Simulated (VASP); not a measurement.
A run of VASP 6.6.1:

Contents of POSCAR:

```
CdTe
1.0
    0.0000000000      3.1241440000      3.1241440000
    3.1241440000      0.0000000000      3.1241440000
    3.1241440000      3.1241440000      0.0000000000
Te Cd
1 1
Direct
    0.2500000000      0.2500000000      0.2500000000
    0.0000000000      0.0000000000      0.0000000000
```

INCAR.step1

```
PREC = Accurate ; ENCUT = 520
ISMEAR = 0 ; SIGMA = 0.0202
LREAL = False ; LASPH = True
NELM = 100 ; NBANDS = 16
GGA = PE ; ALGO = Normal
EDIFF = 1E-4 ; LWAVE = True
LCHARG = False
```

Contents of INCAR.step2:

```
PREC = Accurate ; ENCUT = 520
EDIFF = 1E-7 ; ISMEAR = 0
SIGMA = 0.0202 ; LREAL = False
LASPH = True ; NELM = 100
ALGO = Normal ; ISIF = 2
LWAVE = False ; LCHARG = False
METAGGA = R2SCAN ; LMIXTAU = True
NBANDS = 16 ; ISTART = 1
```

Contents of KPOINTS:

```
regular mesh
0
Gamma
  7 7 7
```

Potentials or basis: VASP PAW PBE potentials, release 64 (Te, Cd).

The run is started by

```sh
$ cat potpaw_PBE.64/Te/POTCAR potpaw_PBE.64/Cd/POTCAR > POTCAR
$ cp INCAR.step1 INCAR
$ mpirun -np 1 vasp_std > vasp.out
$ cp INCAR.step2 INCAR
$ mpirun -np 1 vasp_std > vasp.out
```

Hardware: 1 thread of Intel Xeon 6975P-C (shared host).

Question: Estimate the wall time of this run.

Answer: Run time: 66 s on 1 thread of Intel Xeon 6975P-C (shared host), peak memory 0.22 GiB. Counts: k points 20.
